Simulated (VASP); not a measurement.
Here is a VASP 6.6.1 calculation.

File INCAR:

```
SYSTEM = Hg
PREC = Accurate
ENCUT = 520
EDIFF = 1E-6
ISMEAR = 0
SIGMA = 0.15
LREAL = .FALSE.
LASPH = .TRUE.
NELM = 100
ALGO = Normal
ISIF = 2
LWAVE = .FALSE.
LCHARG = .TRUE.
GGA = PE
IVDW = 12
LELF = .TRUE.
LVHAR = .TRUE.
NBANDS = 19
```

KPOINTS

```
regular mesh
0
G
  15 15 8
  0 0 0
```

The input POSCAR:

```
Hg
1.0
    3.4640000000      0.0000000000      0.0000000000
   -1.7320000000      2.9999119987      0.0000000000
    0.0000000000      0.0000000000      4.9690000000
Hg
2
Direct
    0.6666666667      0.3333333333      0.7500000000
    0.3333333333      0.6666666667      0.2500000000
```

Potentials or basis: VASP PAW PBE potentials, release 64 (Hg).

Run with:

```bash
$ cat potpaw_PBE.64/Hg/POTCAR > POTCAR
$ mpirun -np 1 vasp_std > vasp.out
```

Task: Predict the dispersion energy per atom.

Result: -0.406 eV.

Task: Estimate the pressure.

Result: 0.0 GPa.

Stress tensor (GPa, compression positive):
```
-0.07  0.00  0.00
 0.00 -0.07  0.00
 0.00  0.00  0.10
```
